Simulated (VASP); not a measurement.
Write the native input for VASP 6.6.1 that does the following.

| Property | Result |
| --- | --- |
| Task | electric field gradients |
| Functional | r2SCAN |
| Potentials or basis | VASP PAW PBE potentials, release 64 (Te) |
| Cutoff | 520 eV |
| k mesh | 8 × 8 × 5 |
| Occupations | fermi-dirac, width 0.05 eV |
| Spin | no spin polarisation |
| Dipole correction | no |
| Further INCAR settings | ALGO = Normal; EDIFF = 1e-08; NBANDS = 16 |

Te:

```
Te
1.0
     4.60135    0.00000    0.00000
    -2.30068    3.98489    0.00000
     0.00000    0.00000    5.90006
Te
3
Direct
  0.25670 0.00000 0.33333
  0.00000 0.25670 0.66667
  0.74330 0.74330 0.00000
```

One way to write it, as run:

POSCAR

```
Te
1.0
    4.6013525159      0.0000000000      0.0000000000
   -2.3006762580      3.9848881706      0.0000000000
    0.0000000000      0.0000000000      5.9000620010
Te
3
Direct
    0.2566971700      0.0000000000      0.3333333333
    0.0000000000      0.2566971700      0.6666666667
    0.7433028300      0.7433028300      0.0000000000
```

INCAR.step1

```
SYSTEM = Te
ALGO = Normal ; EDIFF = 1E-4
ENCUT = 520 ; GGA = PE
ISMEAR = -1 ; LASPH = .TRUE.
LCHARG = .FALSE. ; LREAL = .FALSE.
LWAVE = .TRUE. ; NBANDS = 16
NELM = 100 ; PREC = Accurate
SIGMA = 0.05
```

INCAR.step2

```
SYSTEM = Te
ALGO = Normal ; EDIFF = 1E-8
ENCUT = 520 ; ISIF = 2
ISMEAR = -1 ; ISTART = 1
LASPH = .TRUE. ; LCHARG = .FALSE.
LEFG = .TRUE. ; LMIXTAU = .TRUE.
LREAL = .FALSE. ; LWAVE = .FALSE.
METAGGA = R2SCAN ; NBANDS = 16
NELM = 100 ; PREC = Accurate
SIGMA = 0.05
```

KPOINTS

```
k-points
0
G
  8 8 5
  0 0 0
```

Potentials or basis: VASP PAW PBE potentials, release 64 (Te).

Command:

```bash
$ cat potpaw_PBE.64/Te/POTCAR > POTCAR
$ cp INCAR.step1 INCAR
$ mpirun -np 1 vasp_std > vasp.out
$ cp INCAR.step2 INCAR
$ mpirun -np 1 vasp_std > vasp.out
```

Results of the run:

```
Pressure               : 0.0 GPa
Largest force          : 0.024 eV/Å
Band gap on the k mesh : 0.92 eV, indirect (least direct gap 1.11 eV)
```

Caveat: without QUAD_EFG the Cq values of the log hold for a quadrupole moment of 1 mb, not for the nuclei; the PAW data sets were made with another functional, which shifts forces and pressure a little; spin-orbit coupling is left out, which moves the levels of the heavy elements.

Wall time 2.4 min on 1 thread of Intel(R) Xeon(R) 6975P-C (Granite Rapids), with other jobs on the host, peak memory 0.27 GiB.
